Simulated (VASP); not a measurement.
# Pd (Fd-3m) in VASP: notebook

Runs on Pd. Level: PBE. Tasks: single point.

Program: VASP 6.6.1. These are calculated values, not measurements. Logs are shortened: lines on timing, memory, paths and dates and some standing lists are left out, and cuts for length are marked.

## 1. The cell of the first run

It takes space group Fd-3m (No. 227, cubic). Conventional cell: a = 5.611 Å, b = 5.611 Å, c = 5.611 Å, α = 90.00°, β = 90.00°, γ = 90.00°. Within 3.2 Å of Pd (site symmetry -43m) lie 4 Pd at 2.43 Å.

## 2. Single point, PBE (volume scaled by 0.9)

INCAR reads:

```
SYSTEM = Pd
PREC = Accurate
ENCUT = 520
EDIFF = 1E-6
ISMEAR = -1
SIGMA = 0.08
LREAL = .FALSE.
LASPH = .TRUE.
NELM = 60
ALGO = Normal
ISIF = 2
LWAVE = .FALSE.
LCHARG = .TRUE.
GGA = PE
LELF = .TRUE.
LVHAR = .TRUE.
NBANDS = 17
```

KPOINTS reads:

```
Automatic mesh
0
G
  12 12 12
  0 0 0
```

POSCAR reads:

```
Pd
1.0
    0.0000000000      2.8053267340      2.8053267340
    2.8053267340      0.0000000000      2.8053267340
    2.8053267340      2.8053267340      0.0000000000
Pd
2
Direct
   -0.1250000000     -0.1250000000     -0.1250000000
    0.1250000000      0.1250000000      0.1250000000
```

Potentials or basis: VASP PAW PBE potentials, release 64 (Pd).

On the command line:

```
$ cat potpaw_PBE.64/Pd/POTCAR > POTCAR
$ mpirun -np 1 vasp_std > vasp.out
```

OUTCAR:

```text
SYSTEM = Pd
   PREC = Accurate
   ENCUT = 520
   EDIFF = 1E-6
   ISMEAR = -1
   LREAL = .FALSE.
   LASPH = .TRUE.
   NELM = 60
   ISIF = 2
   GGA = PE

 ion  position               nearest neighbor table
   1  0.875  0.875  0.875-   2 2.43   2 2.43   2 2.43   2 2.43
   2  0.125  0.125  0.125-   1 2.43   1 2.43   1 2.43   1 2.43

  LATTYP: Found a face centered cubic cell.
 ALAT       =     5.6106534680

  Lattice vectors:

 A1 = (   0.0000000000,   2.8053267340,   2.8053267340)
 A2 = (   2.8053267340,   0.0000000000,   2.8053267340)
 A3 = (   2.8053267340,   2.8053267340,   0.0000000000)

Analysis of symmetry for initial positions (statically):
=====================================================================
 Subroutine PRICEL returns:
 Original cell was already a primitive cell.

 Routine SETGRP: Setting up the symmetry group for a
 face centered cubic supercell.

 Subroutine GETGRP returns: Found 48 space group operations
 (whereof 12 operations were pure point group operations)
 out of a pool of 48 trial point group operations.

The static configuration has the point symmetry D_3d.
 The point group associated with its full space group is O_h .

Analysis of symmetry for dynamics (positions and initial velocities):
=====================================================================
 Subroutine PRICEL returns:
 Original cell was already a primitive cell.

 Routine SETGRP: Setting up the symmetry group for a
 face centered cubic supercell.

 Subroutine GETGRP returns: Found 48 space group operations
 (whereof 12 operations were pure point group operations)
 out of a pool of 48 trial point group operations.

The dynamic configuration has the point symmetry D_3d.
 The point group associated with its full space group is O_h .

 Subroutine INISYM returns: Found 48 space group operations
 (whereof 12 operations are pure point group operations),
 and found     1 'primitive' translations

----------------------------------------------------------------------------------------

                                     Primitive cell

  volume of cell :      44.1550

  direct lattice vectors                    reciprocal lattice vectors
     0.000000000  2.805326734  2.805326734    -0.178232358  0.178232358  0.178232358
     2.805326734  0.000000000  2.805326734     0.178232358 -0.178232358  0.178232358
     2.805326734  2.805326734  0.000000000     0.178232358  0.178232358 -0.178232358

  length of vectors
     3.967331114  3.967331114  3.967331114     0.308707500  0.308707500  0.308707500

  position of ions in fractional coordinates (direct lattice)
     0.875000000  0.875000000  0.875000000
     0.125000000  0.125000000  0.125000000

  ion indices of the primitive-cell ions
   primitive index   ion index
                 1           1
                 2           2

----------------------------------------------------------------------------------------

 KPOINTS: Automatic mesh

Automatic generation of k-mesh.
 Grid dimensions read from file:
 generate k-points for:   12   12   12

 Generating k-lattice:

  Cartesian coordinates                     Fractional coordinates (reciprocal lattice)
    -0.014852697  0.014852697  0.014852697     0.083333333  0.000000000  0.000000000
     0.014852697 -0.014852697  0.014852697     0.000000000  0.083333333  0.000000000
     0.014852697  0.014852697 -0.014852697     0.000000000  0.000000000  0.083333333

  Length of vectors
     0.025725625  0.025725625  0.025725625

  Shift w.r.t. Gamma in fractional coordinates (k-lattice)
     0.000000000  0.000000000  0.000000000

 Subroutine IBZKPT returns following result:
 ===========================================

 Found     72 irreducible k-points:

 Following reciprocal coordinates:
            Coordinates               Weight
  0.000000  0.000000  0.000000      1.000000
  0.083333  0.000000  0.000000      8.000000
  0.166667  0.000000  0.000000      8.000000
  0.250000  0.000000  0.000000      8.000000
  0.333333  0.000000  0.000000      8.000000
  0.416667  0.000000  0.000000      8.000000
[... 16 lines left out ...]
  0.500000  0.166667  0.000000     24.000000
 -0.416667  0.166667  0.000000     24.000000
 [... further k-points ...]
   k-points           NKPTS =     72   k-points in BZ     NKDIM =     72   number of bands    NBANDS=     17
   number of dos      NEDOS =    301   number of ions     NIONS =      2
   total plane-waves  NPLWV =  27000
   dimension x,y,z NGX =    30 NGY =   30 NGZ =   30
   dimension x,y,z NGXF=    60 NGYF=   60 NGZF=   60
   ions per type =               2
   NGX,Y,Z   is equivalent  to a cutoff of  12.57, 12.57, 12.57 a.u.
   NGXF,Y,Z  is equivalent  to a cutoff of  25.14, 25.14, 25.14 a.u.
 SYSTEM =  Pd
   PREC   = accura    normal or accurate (medium, high low for compatibility)
   ISTART =      0    job   : 0-new  1-cont  2-samecut
   ICHARG =      2    charge: 1-file 2-atom 10-const
   ISPIN  =      1    spin polarized calculation?
   LNONCOLLINEAR =      F non collinear calculations
   LSORBIT =      F    spin-orbit coupling
   LASPH  =      T    aspherical Exc in radial PAW
   ENCUT  =  520.0 eV  38.22 Ry    6.18 a.u.   7.38  7.38  7.38*2*pi/ulx,y,z
   NELM   =     60;   NELMIN=  2; NELMDL= -5     # of ELM steps
   EDIFF  = 0.1E-05   stopping-criterion for ELM
   LREAL  =      F    real-space projection
   EDIFFG = 0.1E-04   stopping-criterion for IOM
   NSW    =      0    number of steps for IOM
   IBRION =     -1    ionic relax: 0-MD 1-quasi-New 2-CG
   NFREE  =      0    steps in history (QN), initial steepest desc. (CG)
   ISIF   =      2    stress and relaxation
   ISYM   =      2    0-nonsym 1-usesym 2-fastsym
   POTIM  = 0.5000    time-step for ionic-motion
   TEBEG  =    0.0;   TEEND  =   0.0 temperature during run
   PSTRESS=    0.0 pullay stress
   NELECT =      20.0000    total number of electrons
   NUPDOWN=      -1.0000    fix difference up-down
   EMIN   =  10.00;   EMAX   =-10.00  energy-range for DOS
   EFERMI =   0.00;   METHOD = LEGACY
   ISMEAR =    -1;   SIGMA  =   0.08  broadening in eV -4-tet -1-fermi 0-gaus
   EFERMI_NEDOS =   21; number of points for ismear=-14 and -15
   IALGO  =     38    algorithm
   IMIX   =      4    mixing-type and parameters
     AMIX     =   0.40;   BMIX     =  1.00
     AMIX_MAG =   1.60;   BMIX_MAG =  1.00
  volume/ion in A,a.u.               =      22.08       148.99
  Fermi-wavevector in a.u.,A,eV,Ry     =   1.257259  2.375875 21.506728  1.580700
  Thomas-Fermi vector in A             =   2.390927
   LORBIT       =      0    0 simple, 1 ext, 2 COOP (PROOUT), +10 PAW based schemes
   GGA     = PE    functional components
   LHFCALC =     F    Hartree Fock is set to
   AEXX    =    0.0000 exact exchange contribution
   IVDW    =     0    specifies the selected vdW correction
   LEPSILON=     F    determine dielectric tensor
   LRPA    =     F    only Hartree local field effects (RPA)
 non-spin polarized calculation
  energy-cutoff  :      520.00
  volume of cell :       44.16
 maximum number of plane-waves:      1243
 NGX is ok and might be reduce to    30
   NGX = 15   NGY = 15   NGZ = 15

 number of electron      20.0000006 magnetization

 Free energy of the ion-electron system (eV)
  ---------------------------------------------------
  ext. energy  EPLUGINS =         0.00000000
  ---------------------------------------------------
  free energy    TOTEN  =        -8.11364656 eV

  energy without entropy =       -7.99425194  energy(sigma->0) =       -8.05394925

 E-fermi :   5.0303     XC(G=0): -10.4769

 val. band max:        5.0293311985   @ k =  -0.1667   0.1667   0.0000
 cond. band min:       5.0313697232   @ k =  -0.3333   0.3333   0.1667
 fundamental gap:      0.0020385247
 Fermi energy:         5.0303378777

 k-point     1 :       0.0000    0.0000    0.0000
  band No.  band energies     occupation
      1       0.0057      2.00000
      2       1.1976      2.00000
      3       1.1976      2.00000
      4       1.3889      2.00000
      5       1.3889      2.00000
      6       1.3889      2.00000
[... 9 lines left out ...]
     16      17.8113      0.00000
     17      17.8236      0.00000

 k-point     2 :       0.0833    0.0000    0.0000
  band No.  band energies     occupation
      1       0.1145      2.00000
      2       1.1189      2.00000
      3       1.1189      2.00000
      4       1.3910      2.00000
      5       1.4980      2.00000
      6       1.4980      2.00000
[... 9 lines left out ...]
     16      18.2256      0.00000
     17      18.5865      0.00000

 k-point     3 :       0.1667    0.0000    0.0000
  band No.  band energies     occupation
      1       0.4188      2.00000
      2       1.0386      2.00000
      3       1.0386      2.00000
      4       1.4080      2.00000
      5       1.6484      2.00000
      6       1.6484      2.00000
[... 9 lines left out ...]
     16      18.6909      0.00000
     17      19.1078      0.00000

 k-point     4 :       0.2500    0.0000    0.0000
  band No.  band energies     occupation
      1       0.8230      2.00000
      2       1.0203      2.00000
      3       1.0203      2.00000
      4       1.4775      2.00000
      5       1.7255      2.00000
      6       1.7255      2.00000
[... 9 lines left out ...]
     16      18.7137      0.00000
     17      18.7188      0.00000
[... 343 lines left out ...]
      1       0.7641      2.00000
      2       1.1816      2.00000
      3       1.2828      2.00000
      4       1.7031      2.00000
      5       1.8161      2.00000
      6       2.1019      2.00000
[... 9 lines left out ...]
     16      18.9646      0.00000
     17      20.0137      0.00000

 k-point    23 :       0.5000    0.1667    0.0000
  band No.  band energies     occupation
      1       0.8032      2.00000
      2       1.1927      2.00000
      3       1.2410      2.00000
      4       1.7993      2.00000
      5       1.8745      2.00000
      6       1.9764      2.00000
[... 9 lines left out ...]
     16      19.6111      0.00000
     17      19.8429      0.00000

 k-point    24 :      -0.4167    0.1667    0.0000
  band No.  band energies     occupation
      1       0.8445      2.00000
      2       1.0612      2.00000
      3       1.3505      2.00000
      4       1.7688      2.00000
      5       1.9084      2.00000
      6       1.9435      2.00000
[... 9 lines left out ...]
     16      19.4355      0.00000
     17      19.4664      0.00000

 [... further k-points ...]
[... 5 lines left out ...]
  --------------------------------------------------------------------------------------
  -------------------------------------------------------------------------------------
  Total        2.3929299      2.3929299      2.3929299      0.0000000      0.0000000     -0.0000000
  in kB       86.8280834     86.8280834     86.8280834      0.0000000      0.0000000     -0.0000000
  external PRESSURE =      86.8280834 kB  Pullay stress =       0.0000000 kB

 VOLUME and BASIS-vectors are now :
 -----------------------------------------------------------------------------
  energy-cutoff  :      520.00
  volume of cell :       44.16
      direct lattice vectors                 reciprocal lattice vectors
     0.000000000  2.805326734  2.805326734    -0.178232358  0.178232358  0.178232358
     2.805326734  0.000000000  2.805326734     0.178232358 -0.178232358  0.178232358
     2.805326734  2.805326734  0.000000000     0.178232358  0.178232358 -0.178232358

 POSITION                                       TOTAL-FORCE (eV/Angst)
 -----------------------------------------------------------------------------------
      4.90932      4.90932      4.90932         0.000000     -0.000000      0.000000
      0.70133      0.70133      0.70133        -0.000000      0.000000     -0.000000
 -----------------------------------------------------------------------------------
    total drift:                               -0.000000      0.000000      0.000000

  FREE ENERGIE OF THE ION-ELECTRON SYSTEM (eV)
  ---------------------------------------------------
  free  energy   TOTEN  =        -8.1136465581 eV

  energy  without entropy=       -7.9942519363  energy(sigma->0) =       -8.05394925
```

Wall time 74 s (1 thread of Intel Xeon 8259CL, shared host); peak memory 0.2 GiB.

Results:

```
Free energy            : -8.1136 eV
Pressure               : 8.7 GPa
Band gap on the k mesh : zero (band 10 reaches 5.13 eV, above the bottom of band 11 at 4.70 eV)
```

Levels at points of the mesh, in eV from the Fermi level:
```
           k point  band 7  band 8  band 9  band 10  band 11  band 12  band 13  band 14
(0.00, 0.00, 0.00)   -1.52   -1.52   -1.52    -0.17    -0.17    12.36    12.36    12.36
(0.50, 0.00, 0.00)   -1.16   -1.16   -0.37    -0.37    -0.27     1.41     9.00     9.00
(0.50, 0.50, 0.00)   -2.08   -2.08   -0.17    -0.17     2.03     2.03     4.92     4.92
```

Caveat: the cell differs from its parent crystal (volume scaled by 0.9).

## 3. Single point, PBE (volume scaled by 0.9)

INCAR reads:

```
  ALGO = Normal
  EDIFF = 1E-6
  ENCUT = 520
  GGA = PE
  ISIF = 2
  ISMEAR = -1
  LASPH = T
  LCHARG = T
  LELF = T
  LREAL = F
  LVHAR = T
  LWAVE = F
  NBANDS = 17
  NELM = 60
  PREC = Accurate
  SIGMA = 0.08
```

KPOINTS reads:

```
k-points
0
Gamma
  12 12 12
```

POSCAR is that of step 2.

Potentials or basis: VASP PAW PBE potentials, release 64 (Pd).

On the command line:

```
$ cat potpaw_PBE.64/Pd/POTCAR > POTCAR
$ mpirun -np 1 vasp_std > vasp.out
```

It took 74 s on 1 thread of Intel Xeon 8259CL, shared host; peak memory 0.2 GiB.

It converged, with:

```
Free energy            : -8.1136 eV
Pressure               : 8.7 GPa
Band gap on the k mesh : zero (band 10 reaches 5.13 eV, above the bottom of band 11 at 4.70 eV)
```

Levels at points of the mesh, in eV from the Fermi level:
| k point | band 8 | band 9 | band 10 | band 11 | band 12 | band 13 |
| --- | --- | --- | --- | --- | --- | --- |
| (0.00, 0.00, 0.00) | -1.52 | -1.52 | -0.17 | -0.17 | 12.36 | 12.36 |
| (0.50, 0.00, 0.00) | -1.16 | -0.37 | -0.37 | -0.27 | 1.41 | 9.00 |
| (0.50, 0.50, 0.00) | -2.08 | -0.17 | -0.17 | 2.03 | 2.03 | 4.92 |

Caveat: the cell differs from its parent crystal (volume scaled by 0.9).

## 4. Single point, PBE

This run uses another cell than the first one, of 24.53 Å³/atom, 1.111 times its volume.

INCAR reads:

```
PREC = Accurate ; ENCUT = 520
EDIFF = 1E-6 ; ISMEAR = -1
SIGMA = 0.08 ; LREAL = F
LASPH = T ; NELM = 80
ALGO = Normal ; ISIF = 2
LWAVE = F ; LCHARG = F
GGA = PE ; NBANDS = 17
```

KPOINTS reads:

```
Automatic mesh
0
Gamma
  12 12 12
```

POSCAR reads:

```
Pd
1.0
    0.0000000000      2.9056008059      2.9056008059
    2.9056008059      0.0000000000      2.9056008059
    2.9056008059      2.9056008059      0.0000000000
Pd
2
Direct
   -0.1250000000     -0.1250000000     -0.1250000000
    0.1250000000      0.1250000000      0.1250000000
```

Potentials or basis: VASP PAW PBE potentials, release 64 (Pd).

On the command line:

```
$ cat potpaw_PBE.64/Pd/POTCAR > POTCAR
$ mpirun -np 1 vasp_std > vasp.out
```

OUTCAR:

```text
PREC = Accurate
   ENCUT = 520
   EDIFF = 1E-6
   ISMEAR = -1
   LREAL = F
   LASPH = T
   NELM = 80
   ISIF = 2
   GGA = PE

 ion  position               nearest neighbor table
   1  0.875  0.875  0.875-   2 2.52   2 2.52   2 2.52   2 2.52
   2  0.125  0.125  0.125-   1 2.52   1 2.52   1 2.52   1 2.52

  LATTYP: Found a face centered cubic cell.
 ALAT       =     5.8112016118

  Lattice vectors:

 A1 = (   0.0000000000,   2.9056008059,   2.9056008059)
 A2 = (   2.9056008059,   0.0000000000,   2.9056008059)
 A3 = (   2.9056008059,   2.9056008059,   0.0000000000)

Analysis of symmetry for initial positions (statically):
=====================================================================
 Subroutine PRICEL returns:
 Original cell was already a primitive cell.

 Routine SETGRP: Setting up the symmetry group for a
 face centered cubic supercell.

 Subroutine GETGRP returns: Found 48 space group operations
[... 154 lines left out ...]
   NGX = 15   NGY = 15   NGZ = 15

 number of electron      20.0000002 magnetization

 Free energy of the ion-electron system (eV)
  ---------------------------------------------------
  ext. energy  EPLUGINS =         0.00000000
  ---------------------------------------------------
  free energy    TOTEN  =        -8.22862125 eV

  energy without entropy =       -8.10249251  energy(sigma->0) =       -8.16555688

 E-fermi :   3.8988     XC(G=0):  -9.9046

 val. band max:        3.8975544685   @ k =  -0.3333   0.4167   0.1667
 cond. band min:       3.9014234319   @ k =  -0.2500   0.2500   0.0000
 fundamental gap:      0.0038689634
 Fermi energy:         3.8988175202

 k-point     1 :       0.0000    0.0000    0.0000
  band No.  band energies     occupation
      1      -0.5568      2.00000
      2       0.6268      2.00000
      3       0.6268      2.00000
      4       0.7474      2.00000
      5       0.7474      2.00000
      6       0.7474      2.00000
[... 457 lines left out ...]
      4       1.0672      2.00000
      5       1.1674      2.00000
      6       1.2590      2.00000
[... 9 lines left out ...]
     16      17.4529      0.00000
     17      17.5590      0.00000

 [... further k-points ...]
[... 5 lines left out ...]
  --------------------------------------------------------------------------------------
  -------------------------------------------------------------------------------------
  Total       -0.0896787     -0.0896787     -0.0896787      0.0000000      0.0000000      0.0000000
  in kB       -2.9286133     -2.9286133     -2.9286133      0.0000000      0.0000000      0.0000000
  external PRESSURE =      -2.9286133 kB  Pullay stress =       0.0000000 kB

 VOLUME and BASIS-vectors are now :
 -----------------------------------------------------------------------------
  energy-cutoff  :      520.00
  volume of cell :       49.06
      direct lattice vectors                 reciprocal lattice vectors
     0.000000000  2.905600806  2.905600806    -0.172081450  0.172081450  0.172081450
     2.905600806  0.000000000  2.905600806     0.172081450 -0.172081450  0.172081450
     2.905600806  2.905600806  0.000000000     0.172081450  0.172081450 -0.172081450

 POSITION                                       TOTAL-FORCE (eV/Angst)
 -----------------------------------------------------------------------------------
      5.08480      5.08480      5.08480        -0.000000      0.000000      0.000000
      0.72640      0.72640      0.72640         0.000000     -0.000000     -0.000000
 -----------------------------------------------------------------------------------
    total drift:                                0.000000      0.000000     -0.000000

  FREE ENERGIE OF THE ION-ELECTRON SYSTEM (eV)
  ---------------------------------------------------
  free  energy   TOTEN  =        -8.2286212468 eV

  energy  without entropy=       -8.1024925063  energy(sigma->0) =       -8.16555688
```

OSZICAR:

```text
N       E                     dE             d eps       ncg     rms          rms(c)
DAV:   1     0.996482316172E+02    0.99648E+02   -0.97469E+03  2448   0.108E+03
DAV:   2    -0.657063676132E+01   -0.10622E+03   -0.99069E+02  2549   0.224E+02
DAV:   3    -0.838354228030E+01   -0.18129E+01   -0.17917E+01  2888   0.321E+01
DAV:   4    -0.839978507231E+01   -0.16243E-01   -0.16240E-01  2889   0.285E+00
DAV:   5    -0.840015826671E+01   -0.37319E-03   -0.37319E-03  3016   0.479E-01    0.642E+00
DAV:   6    -0.824642022398E+01    0.15374E+00   -0.72616E-01  2807   0.703E+00    0.385E+00
DAV:   7    -0.823245028023E+01    0.13970E-01   -0.33230E-02  2728   0.151E+00    0.219E+00
DAV:   8    -0.822852378528E+01    0.39265E-02   -0.50416E-03  2825   0.588E-01    0.640E-02
DAV:   9    -0.822860221601E+01   -0.78431E-04   -0.13252E-04  2972   0.788E-02    0.331E-02
DAV:  10    -0.822862105887E+01   -0.18843E-04   -0.23317E-05  2686   0.321E-02    0.463E-03
DAV:  11    -0.822862124683E+01   -0.18796E-06   -0.18928E-07  2429   0.284E-03
   1 F= -.82286212E+01 E0= -.81655569E+01  d E =-.126129E+00
```

stdout:

```text
POSCAR found type information on POSCAR Pd
 POSCAR found :  1 types and       2 ions
 scaLAPACK will be used
 LDA part: xc-table for (Slater+PW92), standard interpolation
 POSCAR, INCAR and KPOINTS ok, starting setup
 FFT: planning ... GRIDC
 FFT: planning ... GRID_SOFT
 FFT: planning ... GRID
 WAVECAR not read
 entering main loop
```

Run time: 56 s. Hardware: 1 thread of Intel Xeon 8259CL, shared host; peak memory 0.2 GiB.

What came out:

- Free energy: -8.2286 eV
- Pressure: -0.3 GPa
- Band gap on the k mesh: zero (band 10 reaches 3.97 eV, above the bottom of band 11 at 3.60 eV)
